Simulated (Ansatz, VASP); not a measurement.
## Two plane-wave programs on W

```
CELL_PARAMETERS angstrom
-1.59217 1.59217 1.59217
1.59217 -1.59217 1.59217
1.59217 1.59217 -1.59217
ATOMIC_POSITIONS crystal
W 0.00000 0.00000 0.00000
```

Alike in both runs: task single point; functional PBE; k mesh 14 × 14 × 14; occupations gaussian, width 0.1 eV; no spin polarisation.

|  | VASP | Ansatz |
| --- | --- | --- |
| version | VASP 6.6.1 | Ansatz 0.2.0 |
| potentials or method | VASP PAW PBE potentials, release 64 (W_sv), cutoff 520 eV | plane waves (420 eV) with PAW, scalar-relativistic |
| valence electrons in the cell | 14 | 14 |

```csv
,VASP,Ansatz,Ansatz less VASP
pressure (GPa),0.7,0.2,-0.50
```

Neither program's run includes spin-orbit coupling.
